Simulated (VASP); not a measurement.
# H2C18O in VASP: further runs, part 2 of 2

VASP 6.6.1.

## (4) Single point, LDA

File INCAR:

```
PREC = Accurate
ENCUT = 520
EDIFF = 1E-6
ISMEAR = 0
SIGMA = 0.02
LREAL = Auto
LASPH = True
NELM = 80
ALGO = Normal
ISIF = 2
LWAVE = False
LCHARG = False
GGA = CA
NBANDS = 56
```

File KPOINTS:

```
regular mesh
0
Gamma
  2 2 1
```

File POSCAR:

```
H2C18O
1.0
    7.3980000000      0.0000000000      0.0000000000
   -3.6990000000      6.4068560000      0.0000000000
    0.0000000000      0.0000000000     11.0000000000
C O H
18 1 2
Direct
   -0.0056317955     -0.0141020013      0.0733025413
    0.2157241943      0.0968588728      0.0763486902
   -0.0049362911      0.3172192475      0.0825671165
    0.2134981520      0.4241306290      0.0874998003
   -0.0065313648      0.6526749369      0.0768470517
    0.2156829447      0.7679003690      0.0839586841
    0.3234482153     -0.0178142358      0.0837422473
    0.5495354861      0.0956508658      0.1204557157
    0.3251060970      0.3171663431      0.0823757617
    0.5527126605      0.4321189679      0.0829710733
    0.3279447554      0.6530484144      0.1134481267
    0.5553223708      0.7681303950      0.0845187371
    0.6622104815     -0.0177720882      0.0843789516
    0.8841595345      0.0969381220      0.0767088735
    0.6639244027      0.3244926963      0.0888233779
    0.8826587001      0.4321652820      0.0831374713
    0.6623339632      0.6528149571      0.0769764276
    0.8834895893      0.7640916453      0.0735304667
    0.5511049721      0.0834433903      0.2525373753
    0.3302184197     -0.3414156023      0.2155360258
    0.4796173320      0.1546407329      0.2839718343
```

Potentials or basis: VASP PAW LDA potentials, release 64 (C, O, H).

On the command line:

```
cat potpaw_LDA.64/C/POTCAR potpaw_LDA.64/O/POTCAR potpaw_LDA.64/H/POTCAR > POTCAR
mpirun -np 1 vasp_std > vasp.out
```

OUTCAR:

```text
PREC = Accurate
   ENCUT = 520
   EDIFF = 1E-6
   ISMEAR = 0
   LREAL = Auto
   LASPH = True
   NELM = 80
   ISIF = 2
   GGA = CA

 ion  position               nearest neighbor table
   1  0.994  0.986  0.073-  14 1.42   2 1.42  18 1.42
   2  0.216  0.097  0.076-   9 1.41   1 1.42   7 1.43
   3  0.995  0.317  0.083-   4 1.40  14 1.41  16 1.46
   4  0.213  0.424  0.087-   3 1.40   9 1.40  11 1.49
   5  0.993  0.653  0.077-  16 1.41  18 1.42   6 1.43
   6  0.216  0.768  0.084-   7 1.37   5 1.43  11 1.49
   7  0.323  0.982  0.084-   6 1.37   2 1.43   8 1.50
   8  0.550  0.096  0.120-  19 1.46  13 1.50   7 1.50  15 1.51
[... 451 lines left out ...]
  in kB      -12.5939404    -25.5412350      0.6206155     -0.0084951      0.0812279     -0.1794829
  external PRESSURE =     -12.5048533 kB  Pullay stress =       0.0000000 kB

 VOLUME and BASIS-vectors are now :
 -----------------------------------------------------------------------------
  energy-cutoff  :      520.00
  volume of cell :      521.38
      direct lattice vectors                 reciprocal lattice vectors
     7.398000000  0.000000000  0.000000000     0.135171668  0.078041398  0.000000000
    -3.699000000  6.406856000  0.000000000     0.000000000  0.156082796  0.000000000
     0.000000000  0.000000000 11.000000000     0.000000000  0.000000000  0.090909091

 POSITION                                       TOTAL-FORCE (eV/Angst)
 -----------------------------------------------------------------------------------
      3.70950      6.31651      0.80633         0.011717     -0.004292     -0.001125
      1.23765      0.62056      0.83984        -0.003690      0.003592     -0.010764
      6.18809      2.03238      0.90824        -0.007059      0.004679      0.001730
      0.01060      2.71734      0.96250         0.000021      0.011318     -0.005777
      4.93544      4.18159      0.84532        -0.002627     -0.001753      0.003938
     -1.24484      4.91983      0.92355        -0.001489     -0.008174     -0.019144
[... 13 lines left out ...]
      0.00685      4.21946      2.37090         0.003125      0.001485      0.050958
      2.97619      0.99076      3.12369        -0.113697      0.068740      0.086610
 -----------------------------------------------------------------------------------
    total drift:                               -0.044267     -0.000065      0.015608

  FREE ENERGIE OF THE ION-ELECTRON SYSTEM (eV)
  ---------------------------------------------------
  free  energy   TOTEN  =      -194.0565016941 eV

  energy  without entropy=     -194.0565016941  energy(sigma->0) =     -194.05650169
```

stdout:

```text
POSCAR found type information on POSCAR C O H
 POSCAR found :  3 types and      21 ions
 scaLAPACK will be used
 LDA part: xc-table for (Slater(with rela. corr.)+CA(PZ))
 , standard interpolation
 POSCAR, INCAR and KPOINTS ok, starting setup
 FFT: planning ... GRIDC
 FFT: planning ... GRID_SOFT
 FFT: planning ... GRID
 WAVECAR not read
 entering main loop
```

Run time: 5.7 min. Hardware: 1 thread of Oxide Virtual Turin-like, shared host; peak memory 0.42 GiB.

What came out:

* Free energy: -194.0565 eV
* Largest force: 0.176 eV/Å
* Band gap on the k mesh: 0.34 eV

Forces on the atoms (eV/Å):
```
C    0.012 -0.004 -0.001
C   -0.004  0.004 -0.011
C   -0.007  0.005  0.002
C    0.000  0.011 -0.006
C   -0.003 -0.002  0.004
C   -0.001 -0.008 -0.019
C    0.012  0.011 -0.013
C    0.009 -0.006 -0.152
C    0.006  0.004  0.001
C   -0.010 -0.004 -0.004
C    0.003 -0.004 -0.015
C   -0.004 -0.008 -0.015
C   -0.018  0.008 -0.014
C   -0.002  0.007 -0.001
C   -0.002 -0.018 -0.005
C    0.007 -0.004 -0.010
C   -0.009 -0.005  0.003
C    0.013  0.005 -0.005
O    0.108 -0.063  0.123
H    0.003  0.001  0.051
H   -0.114  0.069  0.087
```

Caveat: the k points lie up to 0.49 Å⁻¹ apart; there is no dipole correction, which matters where the two faces differ.

## (5) Single point, LDA

File INCAR:

```
PREC     = Accurate       # precision mode
ENCUT    = 520            # plane-wave cutoff, eV
EDIFF    = 1E-6           # SCF threshold, eV
ISMEAR   = 0              # smearing method
SIGMA    = 0.02           # smearing width, eV
LREAL    = Auto         
LASPH    = T              # aspherical terms in the spheres
NELM     = 100            # most SCF steps
ALGO     = Normal         # electronic algorithm
ISIF     = 2              # what is computed and relaxed
LWAVE    = F              # write WAVECAR
LCHARG   = T              # write CHGCAR
GGA      = CA             # functional
LELF     = T              # ELF
LVHAR    = T            
NBANDS   = 56             # bands
```

KPOINTS is that of step 4.

File POSCAR:

```
H2C18O
1.0
    7.3980000000      0.0000000000      0.0000000000
   -3.6990000000      6.4068560000      0.0000000000
    0.0000000000      0.0000000000     11.0000000000
C O H
18 1 2
Direct
    0.0122403548      0.0144290741      0.0723008182
    0.2341270085      0.1254754282      0.0723470000
    0.0109303264      0.3486568139      0.0722385455
    0.2356176451      0.4610709215      0.0722477273
    0.0132121588      0.6833518656      0.0721187273
    0.2332384544      0.7931876415      0.0719038182
    0.3442732712      0.0153199947      0.0720730000
    0.5692427404      0.1277771812      0.0718944545
    0.3466371973      0.3502195148      0.0723202727
    0.5666708055      0.4601896781      0.0722470000
    0.3457576311      0.6810543268      0.0720899091
    0.5675518207      0.7919563043      0.0721464545
    0.6800353161      0.0167367582      0.0720360909
    0.8999548050      0.1268244518      0.0722116364
    0.6790736367      0.3478339454      0.0721061818
    0.9009466032      0.4586739580      0.0721760909
    0.6775305273      0.6819964426      0.0722543636
    0.9022599004      0.7943270459      0.0722130909
    0.3971328727     -0.0941427433      0.3437834545
    0.4769673536      0.0271574701      0.3950393636
    0.3584317133     -0.0412284902      0.2731613636
```

On the command line:

```
cat potpaw_LDA.64/C/POTCAR potpaw_LDA.64/O/POTCAR potpaw_LDA.64/H/POTCAR > POTCAR
mpirun -np 1 vasp_std > vasp.out
```

Wall time 6.4 min (1 thread of Oxide Virtual Turin-like, shared host); peak memory 0.42 GiB.

The run converged. Its results:

```yaml
Free_energy: -196.0465 eV
Largest_force: 0.203 eV/Å
Band_gap_on_the_k_mesh: 0.19 eV
```

Forces on the atoms (eV/Å):
```
C    0.010  0.005  0.000
C   -0.011 -0.005 -0.003
C   -0.005 -0.002  0.003
C    0.008  0.000  0.002
C   -0.006  0.007  0.003
C   -0.006  0.007  0.003
C   -0.005 -0.013  0.006
C    0.014  0.005 -0.001
C   -0.009  0.015 -0.002
C    0.000  0.010 -0.001
C    0.005 -0.007  0.000
C   -0.014  0.014 -0.003
C   -0.010 -0.016  0.000
C   -0.002  0.010  0.002
C    0.016 -0.003  0.000
C   -0.003 -0.005  0.000
C    0.007 -0.010 -0.002
C    0.005 -0.004 -0.001
O    0.048 -0.156  0.027
H    0.053  0.127  0.146
H   -0.096  0.021 -0.178
```

Levels at points of the mesh, in eV from the valence-band top:
```csv
k point,band 36,band 37,band 38,band 39,band 40,band 41,band 42,band 43,band 44,band 45
"(0.00, 0.00, 0.00)",-2.93,-2.93,-2.46,-0.02,0.00,0.19,0.21,3.21,4.62,4.84
"(0.50, 0.00, 0.00)",-2.60,-2.56,-2.52,-2.37,-2.23,1.72,2.55,2.57,2.60,2.64
"(0.00, 0.50, 0.00)",-2.59,-2.57,-2.52,-2.38,-2.24,1.72,2.53,2.57,2.62,2.65
"(0.50, 0.50, 0.00)",-2.58,-2.56,-2.54,-2.36,-2.24,1.73,2.53,2.57,2.61,2.66
```

Caveat: the k points lie up to 0.49 Å⁻¹ apart; there is no dipole correction, which matters where the two faces differ.

## (6) Single point, LDA

File INCAR:

```
SYSTEM = H2C18O
  PREC = Accurate
  ENCUT = 520
  EDIFF = 1E-6
  ISMEAR = 0
  SIGMA = 0.02
  LREAL = Auto
  LASPH = .True.
  NELM = 80
  ALGO = Normal
  ISIF = 2
  LWAVE = .False.
  LCHARG = .True.
  LELF = .True.
  LVHAR = .True.
  NBANDS = 56
```

File KPOINTS:

```
regular mesh
0
Gamma
  2 2 1
  0 0 0
```

File POSCAR:

```
H2C18O
1.0
    7.3980000000      0.0000000000      0.0000000000
   -3.6990000000      6.4068560000      0.0000000000
    0.0000000000      0.0000000000     11.0000000000
C O H
18 1 2
Direct
    0.0160917317      0.0187382079      0.0717619091
    0.2354402870      0.1285458890      0.0717119091
    0.0137763282      0.3500727970      0.0717801818
    0.2378224557      0.4620812455      0.0717143636
    0.0139888808      0.6856273967      0.0718213636
    0.2373932871      0.7972172310      0.0717193636
    0.3472571404      0.0169679169      0.0715630000
    0.5714382527      0.1289211120      0.0713920000
    0.3475691057      0.3524780329      0.0717239091
    0.5707968022      0.4640713011      0.0717243636
    0.3496097381      0.6852573243      0.0715703636
    0.5689055482      0.7951009044      0.0715533636
    0.6808640835      0.0190658257      0.0715361818
    0.9040326369      0.1306862524      0.0717470909
    0.6828137107      0.3520605114      0.0716549091
    0.9021387181      0.4616518617      0.0717728182
    0.6804412183      0.6834801656      0.0717282727
    0.9044408245      0.7954428818      0.0717856364
    0.4453542897     -0.0420473006      0.3430485455
    0.3487113965     -0.1387761798      0.4026624545
    0.3612389105     -0.0638565936      0.2703919091
```

Potentials or basis: VASP PAW LDA potentials, release 64 (C, O, H).

On the command line:

```
cat potpaw_LDA.64/C/POTCAR potpaw_LDA.64/O/POTCAR potpaw_LDA.64/H/POTCAR > POTCAR
mpirun -np 1 vasp_std > vasp.out
```

OUTCAR:

```text
SYSTEM = H2C18O
   PREC = Accurate
   ENCUT = 520
   EDIFF = 1E-6
   ISMEAR = 0
   LREAL = Auto
   LASPH = .True.
   NELM = 80
   ISIF = 2

 ion  position               nearest neighbor table
   1  0.016  0.019  0.072-   2 1.41  18 1.43  14 1.44
   2  0.235  0.129  0.072-   1 1.41   7 1.43   9 1.43
   3  0.014  0.350  0.072-  14 1.41  16 1.43   4 1.44
   4  0.238  0.462  0.072-   9 1.41  11 1.43   3 1.44
   5  0.014  0.686  0.072-  18 1.41   6 1.43  16 1.43
   6  0.237  0.797  0.072-   7 1.41   5 1.43  11 1.44
[... 10 lines left out ...]
  17  0.680  0.683  0.072-  10 1.41  12 1.43  18 1.44
  18  0.904  0.795  0.072-   5 1.41   1 1.43  17 1.44
  19  0.445  0.958  0.343-  20 0.97  21 0.98
  20  0.349  0.861  0.403-  19 0.97
  21  0.361  0.936  0.270-  19 0.98

  LATTYP: Found a hexagonal cell.
 ALAT       =     7.3980000000
 C/A-ratio  =     1.4868883482

  Lattice vectors:

 A1 = (   7.3980000000,   0.0000000000,   0.0000000000)
 A2 = (  -3.6990000000,   6.4068560000,   0.0000000000)
 A3 = (   0.0000000000,   0.0000000000,  11.0000000000)

[... 196 lines left out ...]
 fundamental gap:      0.1981736887
 Fermi energy:        -1.6982030022

 k-point     1 :       0.0000    0.0000    0.0000
  band No.  band energies     occupation
      1     -21.9859      2.00000
      2     -20.9927      2.00000
      3     -18.5094      2.00000
      4     -18.4671      2.00000
      5     -18.4648      2.00000
      6     -18.4488      2.00000
[... 209 lines left out ...]
     51       4.3290      0.00000
     52       4.4550      0.00000
 [bands above 52 left out]

------------------------ aborting loop because EDIFF is reached ----------------------------------------

  FORCE on cell =-STRESS in cart. coord.  units (eV):
  Direction    XX          YY          ZZ          XY          YZ          ZX
  --------------------------------------------------------------------------------------
  -------------------------------------------------------------------------------------
  Total       -8.8541588     -8.8105370      0.0360002      0.0191331     -0.0861761      0.0526110
  in kB      -27.2085824    -27.0745338      0.1106276      0.0587954     -0.2648167      0.1616722
  external PRESSURE =     -18.0574962 kB  Pullay stress =       0.0000000 kB

 VOLUME and BASIS-vectors are now :
 -----------------------------------------------------------------------------
  energy-cutoff  :      520.00
  volume of cell :      521.38
      direct lattice vectors                 reciprocal lattice vectors
     7.398000000  0.000000000  0.000000000     0.135171668  0.078041398  0.000000000
    -3.699000000  6.406856000  0.000000000     0.000000000  0.156082796  0.000000000
     0.000000000  0.000000000 11.000000000     0.000000000  0.000000000  0.090909091

 POSITION                                       TOTAL-FORCE (eV/Angst)
 -----------------------------------------------------------------------------------
      0.04973      0.12005      0.78938        -0.045142     -0.007810      0.002020
      1.26630      0.82358      0.78883         0.029004      0.036207     -0.001144
     -1.19300      2.24287      0.78958         0.013493      0.042581      0.000848
      0.05017      2.96049      0.78886        -0.047358      0.010388     -0.000856
     -2.43265      4.39272      0.79003         0.029185     -0.037497     -0.001234
     -1.19267      5.10766      0.78891         0.017797     -0.043676      0.004791
[... 13 lines left out ...]
     -0.60590      5.51774      4.42929        -0.043185     -0.115967      0.164366
     -0.79035      5.99774      2.97431        -0.080682      0.000764     -0.179300
 -----------------------------------------------------------------------------------
    total drift:                                0.004836      0.023838     -0.006728

  FREE ENERGIE OF THE ION-ELECTRON SYSTEM (eV)
  ---------------------------------------------------
  free  energy   TOTEN  =      -196.0496142469 eV

  energy  without entropy=     -196.0496142469  energy(sigma->0) =     -196.04961425
```

OSZICAR:

```text
N       E                     dE             d eps       ncg     rms          rms(c)
DAV:   1     0.608878000088E+03    0.60888E+03   -0.32977E+04   448   0.115E+03
DAV:   2    -0.117050397740E+03   -0.72593E+03   -0.68690E+03   640   0.281E+02
DAV:   3    -0.208269769947E+03   -0.91219E+02   -0.90590E+02   536   0.103E+02
[... 14 lines left out ...]
DAV:  18    -0.196049583769E+03   -0.40549E-04   -0.32630E-06   472   0.437E-03    0.121E-03
DAV:  19    -0.196049605805E+03   -0.22036E-04   -0.26173E-06   472   0.362E-03    0.677E-04
DAV:  20    -0.196049611687E+03   -0.58825E-05   -0.48467E-07   352   0.203E-03    0.364E-04
DAV:  21    -0.196049613806E+03   -0.21184E-05   -0.37806E-07   344   0.140E-03    0.247E-04
DAV:  22    -0.196049614247E+03   -0.44122E-06   -0.74518E-08   352   0.745E-04
   1 F= -.19604961E+03 E0= -.19604961E+03  d E =-.174278E-12
```

Wall time 6.7 min (1 thread of Oxide Virtual Turin-like, shared host); peak memory 0.42 GiB.

Results:

```
Free energy            : -196.0496 eV
Largest force          : 0.206 eV/Å
Band gap on the k mesh : 0.20 eV
```

Forces in eV/Å, atoms in the order of the input:
```
C   -0.045 -0.008  0.002
C    0.029  0.036 -0.001
C    0.013  0.043  0.001
C   -0.047  0.010 -0.001
C    0.029 -0.037 -0.001
C    0.018 -0.044  0.005
C    0.016  0.046  0.001
C   -0.046  0.009  0.000
C    0.023 -0.034  0.004
C    0.020 -0.041 -0.006
C   -0.047 -0.016  0.000
C    0.030  0.036 -0.001
C    0.026 -0.033 -0.002
C    0.021 -0.033  0.002
C   -0.042 -0.015  0.002
C    0.030  0.036  0.000
C    0.015  0.037 -0.001
C   -0.046  0.008  0.000
O    0.128  0.114  0.009
H   -0.043 -0.116  0.164
H   -0.081  0.001 -0.179
```

Levels at points of the mesh, in eV from the valence-band top:
```csv
k point,band 37,band 38,band 39,band 40,band 41,band 42,band 43,band 44
"(0.00, 0.00, 0.00)",-2.93,-2.45,-0.04,0.00,0.20,0.23,3.23,4.63
"(0.50, 0.00, 0.00)",-2.57,-2.52,-2.36,-2.25,1.72,2.53,2.57,2.62
"(0.00, 0.50, 0.00)",-2.56,-2.54,-2.37,-2.23,1.71,2.53,2.55,2.63
"(0.50, 0.50, 0.00)",-2.53,-2.51,-2.38,-2.23,1.73,2.53,2.57,2.62
```

Caveat: the k points lie up to 0.49 Å⁻¹ apart; there is no dipole correction, which matters where the two faces differ.

## (7) Summary

| potentials or basis | cell | cutoff (eV) | gap on the mesh (eV) | largest force (eV/Å) |
| --- | --- | --- | --- | --- |
| VASP PAW LDA potentials, release 64 (C_h, O_h, H_h) | as given, atomic positions A | 1000 | 0.19 | 0.08 |
| VASP PAW LDA potentials, release 64 (C, O, H) | as given, atomic positions B | 520 | 0.19 | 0.20 |
| VASP PAW LDA potentials, release 64 (C, O, H) | as given, atomic positions C | 520 | 0.34 | 0.18 |
| VASP PAW LDA potentials, release 64 (C, O, H) | as given, atomic positions D | 520 | 0.20 | 0.21 |

Alike in all rows: task single point; level LDA; no spin polarisation; k mesh 2 × 2 × 1; smearing gaussian 0.02 eV.

Caveats: all runs use coarse meshes; there is no dipole correction, which matters where the two faces differ.

Total energies depend on the potentials used, so only differences within one code and one set of settings carry meaning.
